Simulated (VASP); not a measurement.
A run of VASP 6.6.1 is set up as follows.

The input INCAR:

```
SYSTEM = ZnO
PREC = Accurate
ENCUT = 520
EDIFF = 1E-6
ISMEAR = -1
SIGMA = 0.02
LREAL = .False.
LASPH = .True.
NELM = 80
ALGO = Normal
ISIF = 2
LWAVE = .False.
LCHARG = .False.
GGA = PE
NBANDS = 16
```

KPOINTS

```
regular mesh
0
Gamma
  10 10 10
  0 0 0
```

File POSCAR:

```
ZnO
1.0
    0.0000000000      2.1525475758      2.1525475758
    2.1525475758      0.0000000000      2.1525475758
    2.1525475758      2.1525475758      0.0000000000
Zn O
1 1
Direct
    0.0000000000      0.0000000000      0.0000000000
    0.5000000000      0.5000000000      0.5000000000
```

Potentials or basis: VASP PAW PBE potentials, release 64 (Zn, O).

Launch:

```bash
$ cat potpaw_PBE.64/Zn/POTCAR potpaw_PBE.64/O/POTCAR > POTCAR
$ mpirun -np 1 vasp_std > vasp.out
```

(1) Estimate the pressure.

(2) Estimate the band gap on the k mesh.

Answers

(1) 4.0 GPa.

(2) 0.80 eV, indirect (least direct gap 2.10 eV).

Caveat: the cell differs from its parent crystal (strain +0.9%).
